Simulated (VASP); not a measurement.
Crystal: Nb.

```
CELL_PARAMETERS angstrom
-1.66395 1.66395 1.66395
1.66395 -1.66395 1.66395
1.66395 1.66395 -1.66395
ATOMIC_POSITIONS crystal
Nb 0.00000 0.00000 0.00000
```

```yaml
Program: VASP 6.6.1
Task: relaxation of cell and atoms
Functional: PBE
Potentials_or_basis: VASP PAW PBE potentials, release 64 (Nb_sv)
Cutoff: 500 eV
k_mesh: 10 × 10 × 10
Occupations: fermi-dirac, width 0.02 eV
Spin: no spin polarisation
```

At the start: pressure -2.7 GPa; volume 18.43 Å³/atom.

Q: How do energy, volume and symmetry change on relaxing?

A: Over 3 steps the energy falls by 2.6 meV/atom and the volume is 18.14 Å³/atom (-1.6 %); space group Im-3m (No. 229, to 0.05 Å).

The path:
| step | energy change (eV) | largest force (eV/Å) | pressure (GPa) | volume (Å³) |
| --- | --- | --- | --- | --- |
| 1 | 0.0000 | 0.0000 | -2.75 | 18.43 |
| 2 | 0.0064 | 0.0000 | 5.43 | 17.60 |
| 3 | -0.0026 | 0.0000 | -0.04 | 18.14 |

Final structure:
```
Nb
1.0
    -1.65516    1.65516    1.65516
     1.65516   -1.65516    1.65516
     1.65516    1.65516   -1.65516
Nb
1
Direct
  0.00000 0.00000 0.00000
```
